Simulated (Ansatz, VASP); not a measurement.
## Ge: VASP beside Ansatz

```xyz
2
Lattice="0.0000 2.8378 2.8378 2.8378 0.0000 2.8378 2.8378 2.8378 0.0000" Properties=species:S:1:pos:R:3 pbc="T T T"
Ge    2.8378    2.8378    2.8378
Ge    4.2567    4.2567    4.2567
```

Alike in both runs: functional r2SCAN; k mesh 14 × 14 × 14; occupations fermi-dirac, width 0.1 eV; no spin polarisation.

Ansatz relaxed the structure, and its values are those at the end. VASP's run is a single point on that final structure, the one shown.

|  | VASP | Ansatz |
| --- | --- | --- |
| version | VASP 6.6.1 | Ansatz 0.2.0 |
| potentials or method | VASP PAW PBE potentials, release 64 (Ge_d) | PAW with Ansatz's default frozen-core files, scalar-relativistic |
| plane-wave cutoff (eV) | 520 | 500 |
| valence electrons in the cell | 28 | 28 |

VASP gave:

| Quantity | Value |
| --- | --- |
| pressure (GPa) | 0.1 |

Q: Which values does Ansatz return?

A: Pressure (GPa): 0.0.

VASP's potentials were made for PBE, not for r2SCAN.
